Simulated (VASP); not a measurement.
# MgO (P6_3mc) in VASP: notebook

The runs below take MgO through single point, with r2SCAN.

Program: VASP 6.6.1. These are calculated values, not measurements. Logs are shortened: lines on timing, memory, paths and dates and some standing lists are left out, and cuts for length are marked.

### Step 1. The cell of the first run

Symmetry: P6_3mc, No. 186, hexagonal system. Conventional cell: a = 3.190 Å, b = 3.190 Å, c = 5.219 Å, α = 90.00°, β = 90.00°, γ = 120.00°. Within 2.6 Å of Mg (site symmetry 3m) lie 4 O at 1.95 to 1.97 Å. O (site symmetry 3m) has 4 Mg at 1.95 to 1.97 Å within 2.6 Å.

### Step 2. Single point, r2SCAN (epitaxial xy strain -3.0%)

File POSCAR:

```
MgO
1.0
    3.1895707112      0.0000000000      0.0000000000
   -1.5947853556      2.7622492631      0.0000000000
    0.0000000000      0.0000000000      5.2185540196
Mg O
2 2
Direct
    0.3333333333      0.6666666667     -0.0014840699
    0.6666666667      0.3333333333      0.4985159301
    0.3333333333      0.6666666667      0.3764840699
    0.6666666667      0.3333333333      0.8764840699
```

File INCAR.step1:

```
ALGO = Normal
EDIFF = 1E-4
ENCUT = 520
GGA = PE
ISMEAR = 0
LASPH = T
LCHARG = F
LREAL = F
LWAVE = T
NBANDS = 16
NELM = 80
PREC = Accurate
SIGMA = 0.01
```

File INCAR.step2:

```
ALGO = Normal
EDIFF = 1E-6
ENCUT = 520
ISIF = 2
ISMEAR = 0
ISTART = 1
LASPH = T
LCHARG = F
LMIXTAU = T
LREAL = F
LWAVE = F
METAGGA = R2SCAN
NBANDS = 16
NELM = 80
PREC = Accurate
SIGMA = 0.01
```

File KPOINTS:

```
k-points
0
Gamma
  12 12 6
```

Potentials or basis: VASP PAW PBE potentials, release 64 (Mg, O).

Launch:

```sh
> cat potpaw_PBE.64/Mg/POTCAR potpaw_PBE.64/O/POTCAR > POTCAR
> cp INCAR.step1 INCAR
> mpirun -np 1 vasp_std > vasp.out
> cp INCAR.step2 INCAR
> mpirun -np 1 vasp_std > vasp.out
```

OUTCAR:

```text
EDIFF = 1E-6
   ENCUT = 520
   ISIF = 2
   ISMEAR = 0
   ISTART = 1
   LASPH = T
   LREAL = F
   METAGGA = R2SCAN
   NELM = 80
   PREC = Accurate

 ion  position               nearest neighbor table
   1  0.333  0.667  0.999-   4 1.95   4 1.95   4 1.95   3 1.97   2 3.19   2 3.19   2 3.19   2 3.19
                             2 3.19   2 3.19
   2  0.667  0.333  0.499-   3 1.95   3 1.95   3 1.95   4 1.97   1 3.19   1 3.19   1 3.19   1 3.19
                             1 3.19   1 3.19
   3  0.333  0.667  0.376-   2 1.95   2 1.95   2 1.95   1 1.97
   4  0.667  0.333  0.876-   1 1.95   1 1.95   1 1.95   2 1.97

  LATTYP: Found a hexagonal cell.
 ALAT       =     3.1895707112
 C/A-ratio  =     1.6361305304

  Lattice vectors:

 A1 = (   3.1895707112,   0.0000000000,   0.0000000000)
 A2 = (  -1.5947853556,   2.7622492631,   0.0000000000)
 A3 = (   0.0000000000,   0.0000000000,   5.2185540196)

Analysis of symmetry for initial positions (statically):
=====================================================================
 Subroutine PRICEL returns:
 Original cell was already a primitive cell.

 Routine SETGRP: Setting up the symmetry group for a
 hexagonal supercell.

 Subroutine GETGRP returns: Found 12 space group operations
 (whereof  6 operations were pure point group operations)
 out of a pool of 24 trial point group operations.

The static configuration has the point symmetry C_3v.
 The point group associated with its full space group is C_6v.

Analysis of symmetry for dynamics (positions and initial velocities):
=====================================================================
 Subroutine PRICEL returns:
 Original cell was already a primitive cell.

 Routine SETGRP: Setting up the symmetry group for a
 hexagonal supercell.

 Subroutine GETGRP returns: Found 12 space group operations
 (whereof  6 operations were pure point group operations)
 out of a pool of 24 trial point group operations.

The dynamic configuration has the point symmetry C_3v.
 The point group associated with its full space group is C_6v.

 Subroutine INISYM returns: Found 12 space group operations
 (whereof  6 operations are pure point group operations),
 and found     1 'primitive' translations

----------------------------------------------------------------------------------------

                                     Primitive cell

  volume of cell :      45.9775

  direct lattice vectors                    reciprocal lattice vectors
     3.189570711  0.000000000  0.000000000     0.313521815  0.181011905  0.000000000
    -1.594785356  2.762249263  0.000000000     0.000000000  0.362023809  0.000000000
     0.000000000  0.000000000  5.218554020     0.000000000  0.000000000  0.191623963

  length of vectors
     3.189570711  3.189570711  5.218554020     0.362023809  0.362023809  0.191623963

  position of ions in fractional coordinates (direct lattice)
     0.333333333  0.666666667  0.998515930
     0.666666667  0.333333333  0.498515930
     0.333333333  0.666666667  0.376484070
     0.666666667  0.333333333  0.876484070

  ion indices of the primitive-cell ions
   primitive index   ion index
                 1           1
                 2           2
                 3           3
                 4           4

----------------------------------------------------------------------------------------

 KPOINTS: k-points

Automatic generation of k-mesh.
 Grid dimensions read from file:
 generate k-points for:   12   12    6

 Generating k-lattice:

  Cartesian coordinates                     Fractional coordinates (reciprocal lattice)
     0.026126818  0.015084325  0.000000000     0.083333333  0.000000000  0.000000000
     0.000000000  0.030168651  0.000000000     0.000000000  0.083333333  0.000000000
     0.000000000  0.000000000  0.031937327     0.000000000  0.000000000  0.166666667

  Length of vectors
     0.030168651  0.030168651  0.031937327

  Shift w.r.t. Gamma in fractional coordinates (k-lattice)
     0.000000000  0.000000000  0.000000000

 Subroutine IBZKPT returns following result:
 ===========================================

 Found     76 irreducible k-points:

 Following reciprocal coordinates:
            Coordinates               Weight
  0.000000  0.000000  0.000000      1.000000
  0.083333  0.000000  0.000000      6.000000
  0.166667  0.000000  0.000000      6.000000
  0.250000  0.000000  0.000000      6.000000
  0.333333 -0.000000  0.000000      6.000000
  0.416667  0.000000  0.000000      6.000000
[... 16 lines left out ...]
  0.250000  0.000000  0.166667     12.000000
  0.333333 -0.000000  0.166667     12.000000
 [... further k-points ...]
   k-points           NKPTS =     76   k-points in BZ     NKDIM =     76   number of bands    NBANDS=     16
   number of dos      NEDOS =    301   number of ions     NIONS =      4
   total plane-waves  NPLWV =  23040
   dimension x,y,z NGX =    24 NGY =   24 NGZ =   40
   dimension x,y,z NGXF=    48 NGYF=   48 NGZF=   80
   ions per type =               2   2
   NGX,Y,Z   is equivalent  to a cutoff of  12.51, 12.51, 12.74 a.u.
   NGXF,Y,Z  is equivalent  to a cutoff of  25.02, 25.02, 25.49 a.u.
 SYSTEM =  unknown system
   PREC   = accura    normal or accurate (medium, high low for compatibility)
   ISTART =      1    job   : 0-new  1-cont  2-samecut
   ICHARG =      0    charge: 1-file 2-atom 10-const
   ISPIN  =      1    spin polarized calculation?
   LNONCOLLINEAR =      F non collinear calculations
   LSORBIT =      F    spin-orbit coupling
   LASPH  =      T    aspherical Exc in radial PAW
   ENCUT  =  520.0 eV  38.22 Ry    6.18 a.u.   5.93  5.93  9.70*2*pi/ulx,y,z
   NELM   =     80;   NELMIN=  2; NELMDL=  0     # of ELM steps
   EDIFF  = 0.1E-05   stopping-criterion for ELM
   LREAL  =      F    real-space projection
[... 7 lines left out ...]
   TEBEG  =    0.0;   TEEND  =   0.0 temperature during run
   PSTRESS=    0.0 pullay stress
   NELECT =      16.0000    total number of electrons
   NUPDOWN=      -1.0000    fix difference up-down
   EMIN   =  10.00;   EMAX   =-10.00  energy-range for DOS
   EFERMI =   0.00;   METHOD = LEGACY
   ISMEAR =     0;   SIGMA  =   0.01  broadening in eV -4-tet -1-fermi 0-gaus
   EFERMI_NEDOS =   21; number of points for ismear=-14 and -15
   IALGO  =     38    algorithm
[... 41 lines left out ...]
      2     -15.7276      2.00000
      3      -2.6338      2.00000
      4       0.3092      2.00000
      5       0.3092      2.00000
      6       0.5239      2.00000
[... 8 lines left out ...]
     15      19.3363      0.00000
     16      19.3363      0.00000

 k-point     2 :       0.0833    0.0000    0.0000
  band No.  band energies     occupation
      1     -16.3848      2.00000
      2     -15.7091      2.00000
      3      -2.5580      2.00000
      4       0.1109      2.00000
      5       0.2588      2.00000
      6       0.2846      2.00000
[... 8 lines left out ...]
     15      19.0058      0.00000
     16      19.1851      0.00000

 k-point     3 :       0.1667    0.0000    0.0000
  band No.  band energies     occupation
      1     -16.2763      2.00000
      2     -15.6602      2.00000
      3      -2.3387      2.00000
      4      -0.4741      2.00000
      5      -0.1675      2.00000
      6       0.1394      2.00000
[... 8 lines left out ...]
     15      18.0891      0.00000
     16      18.5124      0.00000

 k-point     4 :       0.2500    0.0000    0.0000
  band No.  band energies     occupation
      1     -16.1192      2.00000
      2     -15.5977      2.00000
      3      -2.0028      2.00000
      4      -1.1694      2.00000
      5      -0.6659      2.00000
      6      -0.0022      2.00000
[... 8 lines left out ...]
     15      17.3135      0.00000
     16      18.2067      0.00000

 k-point     5 :       0.3333   -0.0000    0.0000
  band No.  band energies     occupation
      1     -15.9452      2.00000
      2     -15.5451      2.00000
      3      -1.7904      2.00000
      4      -1.5745      2.00000
      5      -1.1070      2.00000
      6      -0.1302      2.00000
[... 8 lines left out ...]
     15      16.7992      0.00000
     16      18.4744      0.00000

 k-point     6 :       0.4167    0.0000    0.0000
  band No.  band energies     occupation
      1     -15.7974      2.00000
      2     -15.5227      2.00000
      3      -2.1728      2.00000
      4      -1.4434      2.00000
      5      -1.1552      2.00000
      6      -0.2179      2.00000
[... 8 lines left out ...]
     15      16.5349      0.00000
     16      18.7109      0.00000

 k-point     7 :       0.5000    0.0000    0.0000
  band No.  band energies     occupation
      1     -15.7332      2.00000
      2     -15.5237      2.00000
      3      -2.3105      2.00000
      4      -1.5411      2.00000
      5      -0.9625      2.00000
      6      -0.2489      2.00000
[... 8 lines left out ...]
     15      16.4592      0.00000
     16      18.7931      0.00000

 k-point     8 :       0.0833    0.0833    0.0000
  band No.  band energies     occupation
      1     -16.3113      2.00000
      2     -15.6755      2.00000
      3      -2.4104      2.00000
      4      -0.2254      2.00000
      5      -0.1465      2.00000
      6       0.2495      2.00000
[... 8 lines left out ...]
     15      18.2633      0.00000
     16      18.6883      0.00000

 k-point     9 :       0.1667    0.0833    0.0000
  band No.  band energies     occupation
      1     -16.1784      2.00000
      2     -15.6197      2.00000
      3      -2.1320      2.00000
      4      -0.8674      2.00000
      5      -0.5388      2.00000
      6       0.0871      2.00000
[... 8 lines left out ...]
     15      17.3419      0.00000
     16      18.3387      0.00000
[... 172 lines left out ...]
 k-point    19 :       0.3333    0.3333    0.0000
  band No.  band energies     occupation
      1     -15.5718      2.00000
      2     -15.5718      2.00000
      3      -1.8772      2.00000
      4      -1.1051      2.00000
      5      -1.1051      2.00000
      6      -0.6720      2.00000
[... 8 lines left out ...]
     15      15.4520      0.00000
     16      19.6594      0.00000

 k-point    20 :       0.0000    0.0000    0.1667
  band No.  band energies     occupation
      1     -16.3799      2.00000
      2     -15.7775      2.00000
      3      -2.4786      2.00000
      4       0.2023      2.00000
      5       0.3232      2.00000
      6       0.3232      2.00000
[... 8 lines left out ...]
     15      18.7831      0.00000
     16      18.7831      0.00000

 k-point    21 :       0.0833    0.0000    0.1667
  band No.  band energies     occupation
      1     -16.3424      2.00000
      2     -15.7575      2.00000
      3      -2.4126      2.00000
      4       0.0034      2.00000
      5       0.1667      2.00000
      6       0.2757      2.00000
[... 8 lines left out ...]
     15      18.2115      0.00000
     16      18.7339      0.00000

 k-point    22 :       0.1667    0.0000    0.1667
  band No.  band energies     occupation
      1     -16.2373      2.00000
      2     -15.7038      2.00000
      3      -2.2274      2.00000
      4      -0.5510      2.00000
      5      -0.2079      2.00000
      6       0.1622      2.00000
[... 8 lines left out ...]
     15      17.9419      0.00000
     16      18.3756      0.00000

 k-point    23 :       0.2500    0.0000    0.1667
  band No.  band energies     occupation
      1     -16.0853      2.00000
      2     -15.6337      2.00000
      3      -1.9794      2.00000
      4      -1.1783      2.00000
      5      -0.6605      2.00000
      6       0.0262      2.00000
[... 8 lines left out ...]
     15      17.2690      0.00000
     16      18.1711      0.00000

 k-point    24 :       0.3333   -0.0000    0.1667
  band No.  band energies     occupation
      1     -15.9185      2.00000
      2     -15.5720      2.00000
      3      -1.9479      2.00000
      4      -1.5421      2.00000
      5      -0.9724      2.00000
      6      -0.0976      2.00000
[... 8 lines left out ...]
     15      16.8926      0.00000
     16      18.3912      0.00000

 [... further k-points ...]
[... 5 lines left out ...]
  --------------------------------------------------------------------------------------
  -------------------------------------------------------------------------------------
  Total        1.6690480      1.6690480     -0.1673978     -0.0000000      0.0000000      0.0000000
  in kB       58.1613025     58.1613025     -5.8333084     -0.0000000      0.0000000      0.0000000
  external PRESSURE =      36.8297656 kB  Pullay stress =       0.0000000 kB

 VOLUME and BASIS-vectors are now :
 -----------------------------------------------------------------------------
  energy-cutoff  :      520.00
  volume of cell :       45.98
      direct lattice vectors                 reciprocal lattice vectors
     3.189570711  0.000000000  0.000000000     0.313521815  0.181011905  0.000000000
    -1.594785356  2.762249263  0.000000000     0.000000000  0.362023809  0.000000000
     0.000000000  0.000000000  5.218554020     0.000000000  0.000000000  0.191623963

 POSITION                                       TOTAL-FORCE (eV/Angst)
 -----------------------------------------------------------------------------------
     -0.00000      1.84150      5.21081        -0.000000     -0.000000      0.000987
      1.59479      0.92075      2.60153         0.000000      0.000000      0.000987
     -0.00000      1.84150      1.96470        -0.000000      0.000000     -0.000987
      1.59479      0.92075      4.57398        -0.000000     -0.000000     -0.000987
 -----------------------------------------------------------------------------------
    total drift:                                0.000000      0.000001     -0.016293

  FREE ENERGIE OF THE ION-ELECTRON SYSTEM (eV)
  ---------------------------------------------------
  free  energy   TOTEN  =       -31.8069953590 eV

  energy  without entropy=      -31.8069953590  energy(sigma->0) =      -31.80699536
```

Run time: 2.2 min. Hardware: 1 thread of Intel Xeon Platinum 8259CL at 2.50GHz (Skylake/Cascade Lake), shared host; peak memory 0.2 GiB.

What came out:

- Free energy: -31.8070 eV
- Pressure: 3.7 GPa
- Band gap on the k mesh: 4.60 eV, direct

Stress tensor (GPa, compression positive):
```
 5.82  0.00  0.00
 0.00  5.82  0.00
 0.00  0.00 -0.58
```

Caveat: the cell differs from its parent crystal (epitaxial xy strain -3.0%); the PAW data sets were made with another functional, which shifts forces and pressure a little.

### Step 3. Single point, r2SCAN (epitaxial xy strain -2.0%)

File POSCAR:

```
MgO
1.0
    3.2224528835      0.0000000000      0.0000000000
   -1.6112264418      2.7907260596      0.0000000000
    0.0000000000      0.0000000000      5.1653252031
Mg O
2 2
Direct
    0.3333333333      0.6666666667     -0.0039090994
    0.6666666667      0.3333333333      0.4960909006
    0.3333333333      0.6666666667      0.3789090994
    0.6666666667      0.3333333333      0.8789090994
```

File INCAR.step1:

```
  ALGO = Normal
  EDIFF = 1E-4
  ENCUT = 520
  GGA = PE
  ISMEAR = 0
  LASPH = T
  LCHARG = F
  LREAL = F
  LWAVE = T
  NBANDS = 16
  NELM = 100
  PREC = Accurate
  SIGMA = 0.01
```

File INCAR.step2:

```
  ALGO = Normal
  EDIFF = 1E-6
  ENCUT = 520
  ISIF = 2
  ISMEAR = 0
  ISTART = 1
  LASPH = T
  LCHARG = T
  LELF = T
  LMIXTAU = T
  LREAL = F
  LVHAR = T
  LWAVE = F
  METAGGA = R2SCAN
  NBANDS = 16
  NELM = 100
  PREC = Accurate
  SIGMA = 0.01
```

KPOINTS is that of step 2.

Potentials or basis: VASP PAW PBE potentials, release 64 (Mg, O).

Launch:

```sh
> cat potpaw_PBE.64/Mg/POTCAR potpaw_PBE.64/O/POTCAR > POTCAR
> cp INCAR.step1 INCAR
> mpirun -np 1 vasp_std > vasp.out
> cp INCAR.step2 INCAR
> mpirun -np 1 vasp_std > vasp.out
```

Run time: 2.1 min. Hardware: 1 thread of Intel Xeon Platinum 8259CL at 2.50GHz (Skylake/Cascade Lake), shared host; peak memory 0.2 GiB.

It converged, with:

```
Free energy            : -31.8361 eV
Pressure               : 2.1 GPa
Band gap on the k mesh : 4.47 eV, direct
```

Forces in eV/Å, atoms in the order of the input:
```
Mg   0.000  0.000  0.002
Mg   0.000  0.000  0.002
O    0.000  0.000 -0.002
O    0.000  0.000 -0.002
```

Stress tensor (GPa, compression positive):
```
 3.38  0.00  0.00
 0.00  3.38  0.00
 0.00  0.00 -0.53
```

Levels at points of the mesh, in eV from the valence-band top:
```
           k point  band 6  band 7  band 8  band 9  band 10  band 11
(0.00, 0.00, 0.00)   -0.14   -0.14    0.00    4.47     9.71    11.15
(0.50, 0.00, 0.00)   -0.93   -0.68   -0.30    8.83     8.94    10.43
(0.00, 0.00, 0.50)   -0.26   -0.26   -0.26    6.92     6.92    14.17
(0.50, 0.00, 0.50)   -0.63   -0.63   -0.63    8.34     8.34    12.08
```

Caveat: the cell differs from its parent crystal (epitaxial xy strain -2.0%); the PAW data sets were made with another functional, which shifts forces and pressure a little. A k mesh can miss the band edges.

### Step 4. Single point, r2SCAN (epitaxial xy strain -1.0%)

File POSCAR:

```
MgO
1.0
    3.2553350558      0.0000000000      0.0000000000
   -1.6276675279      2.8192028561      0.0000000000
    0.0000000000      0.0000000000      5.1059905300
Mg O
2 2
Direct
    0.3333333333      0.6666666667     -0.0066133739
    0.6666666667      0.3333333333      0.4933866261
    0.3333333333      0.6666666667      0.3816133739
    0.6666666667      0.3333333333      0.8816133739
```

File INCAR.step1:

```
PREC = Accurate
ENCUT = 520
ISMEAR = 0
SIGMA = 0.01
LREAL = False
LASPH = True
NELM = 100
NBANDS = 16
GGA = PE
ALGO = Normal
EDIFF = 1E-4
LWAVE = True
LCHARG = False
```

File INCAR.step2:

```
PREC = Accurate
ENCUT = 520
EDIFF = 1E-6
ISMEAR = 0
SIGMA = 0.01
LREAL = False
LASPH = True
NELM = 100
ALGO = Normal
ISIF = 2
LWAVE = False
LCHARG = True
METAGGA = R2SCAN
LMIXTAU = True
LELF = True
LVHAR = True
NBANDS = 16
ISTART = 1
```

File KPOINTS:

```
Automatic mesh
0
Gamma
  12 12 6
```

Launch:

```sh
> cat potpaw_PBE.64/Mg/POTCAR potpaw_PBE.64/O/POTCAR > POTCAR
> cp INCAR.step1 INCAR
> mpirun -np 1 vasp_std > vasp.out
> cp INCAR.step2 INCAR
> mpirun -np 1 vasp_std > vasp.out
```

Run time: 2.1 min. Hardware: 1 thread of Intel Xeon Platinum 8259CL at 2.50GHz (Skylake/Cascade Lake), shared host; peak memory 0.2 GiB.

Results (log left out):

- Free energy: -31.8516 eV
- Pressure: 0.6 GPa
- Largest force: 0.004 eV/Å
- Band gap on the k mesh: 4.33 eV, direct

Forces on the atoms (eV/Å):
```
Mg   0.000  0.000  0.004
Mg   0.000  0.000  0.004
O    0.000  0.000 -0.004
O    0.000  0.000 -0.004
```

Stress tensor (GPa, compression positive):
```
 1.23  0.00  0.00
 0.00  1.23  0.00
 0.00  0.00 -0.52
```

Levels at points of the mesh, in eV from the valence-band top:
```tsv
k point	band 5	band 6	band 7	band 8	band 9	band 10	band 11	band 12
(0.00, 0.00, 0.00)	-0.53	-0.26	-0.26	0.00	4.33	9.56	11.14	15.59
(0.50, 0.00, 0.00)	-1.63	-1.07	-0.73	-0.38	8.77	8.83	10.27	11.82
(0.00, 0.00, 0.50)	-0.40	-0.40	-0.40	-0.40	6.81	6.81	14.16	14.16
(0.50, 0.00, 0.50)	-0.75	-0.75	-0.66	-0.66	8.24	8.24	11.93	11.93
```

Caveat: the cell differs from its parent crystal (epitaxial xy strain -1.0%); the PAW data sets were made with another functional, which shifts forces and pressure a little.

### Step 5. The runs side by side

| cell | gap on the mesh (eV) | pressure (GPa) |
| --- | --- | --- |
| a = 3.190, b = 3.190, c = 5.219 Å, angles 90.0, 90.0, 120.0°, 4 atoms | 4.60 | 3.7 |
| a = 3.222, b = 3.222, c = 5.165 Å, angles 90.0, 90.0, 120.0°, 4 atoms | 4.47 | 2.1 |
| a = 3.255, b = 3.255, c = 5.106 Å, angles 90.0, 90.0, 120.0°, 4 atoms | 4.33 | 0.6 |

Alike in all rows: task single point; level r2SCAN; potentials or basis VASP PAW PBE potentials, release 64 (Mg, O); no spin polarisation; k mesh 12 × 12 × 6; cutoff (eV) 520; smearing gaussian 0.01 eV.

Caveats: the PAW data sets were made with another functional, which shifts forces and pressure a little.

Absolute energies hang on the potentials; compare differences alone.
